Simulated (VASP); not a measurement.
Input of a VASP 6.6.1 run:

The input INCAR:

```
SYSTEM = SiO2
PREC = Accurate
ENCUT = 520
EDIFF = 1E-6
ISMEAR = 0
SIGMA = 0.05
LREAL = .False.
LASPH = .True.
NELM = 100
ALGO = Normal
ISIF = 2
LWAVE = .False.
LCHARG = .True.
GGA = PE
LELF = .True.
LVHAR = .True.
NBANDS = 34
```

KPOINTS

```
regular mesh
0
Gamma
  6 6 4
  0 0 0
```

File POSCAR:

```
SiO2
1.0
    4.9522165930      0.0000000000      0.0000000000
   -2.4761082965      4.2887453746      0.0000000000
    0.0000000000      0.0000000000      5.4174953921
Si O
3 6
Direct
    0.0000000000      0.5000000000      0.3333333333
    0.5000000000      0.5000000000      0.6666666667
    0.5000000000      0.0000000000      0.0000000000
    0.5839605948      0.7919802974      0.8333333333
    0.7919802974      0.5839605948      0.5000000000
    0.7919802974      0.2080197026      0.1666666667
    0.4160394052      0.2080197026      0.8333333333
    0.2080197026      0.4160394052      0.5000000000
    0.2080197026      0.7919802974      0.1666666667
```

Potentials or basis: VASP PAW PBE potentials, release 64 (Si, O).

The run is started by

```sh
$ cat potpaw_PBE.64/Si/POTCAR potpaw_PBE.64/O/POTCAR > POTCAR
$ mpirun -np 1 vasp_std > vasp.out
```

Problem. Predict the band gap on the k mesh.

Solution. 6.05 eV, indirect (least direct gap 6.25 eV).

Problem. Estimate the largest force.

Solution. 0.758 eV/Å.

Problem. Predict the pressure.

Solution. 19.2 GPa.

Stress tensor (GPa, compression positive):
```
19.19  0.00  0.00
 0.00 19.19  0.00
 0.00  0.00 19.34
```

Caveat: the cell differs from its parent crystal (strain -0.030 along x and y, -0.030 along z). A k mesh can miss the band edges.
